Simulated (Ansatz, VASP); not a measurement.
# CuO: VASP beside Ansatz

```
Cu O
1.0
     2.34465   -1.71340    0.00000
     2.34465    1.71340    0.00000
    -0.86055    0.00000    5.05944
Cu O
2 2
Cartesian
  1.1723 0.8457 0.0000
  0.7420 -0.8457 2.5297
  2.0724 -0.2841 1.2836
  1.6421 0.2841 3.8133
```

Alike in both runs: task single point; functional LDA; k mesh 8 × 8 × 5; occupations gaussian, width 0.05 eV; collinear spin; Hubbard terms Cu d U = 6.0 eV.

|  | VASP | Ansatz |
| --- | --- | --- |
| version | VASP 6.6.1 | Ansatz 0.2.0 |
| potentials or method | VASP PAW LDA potentials, release 64 (Cu, O), cutoff 520 eV | scalar-relativistic, plane waves, PAW |
| valence electrons in the cell | 34 | 50 |

```csv
,VASP,Ansatz,Ansatz less VASP
pressure (GPa),-12.1,-6.1,+6.07
"traceless stress, the component that is largest in VASP (GPa)",2.95,2.22,-0.734
rms of the force components (eV/Å),0.407,0.457,+0.0498
net moment per atom (μB),0.50,0.47,-0.025
size of the moment on the site where the two differ most (μB),0.67,0.58,-0.087
```

LDA's correlation is that of Perdew and Zunger in VASP and of Perdew and Wang (1992) in Ansatz. Site moments also hang on the region over which each program counts them. The programs project onto different local orbitals, so the same U acts differently, and such runs can settle in different states. Atom by atom the forces differ by 0.052 eV/Å (rms over components). VASP's potentials hold 34 valence electrons a cell and Ansatz's 50, so a difference there can come from the potentials and not from the codes. Ansatz's warnings: filled band counts differ across k points.
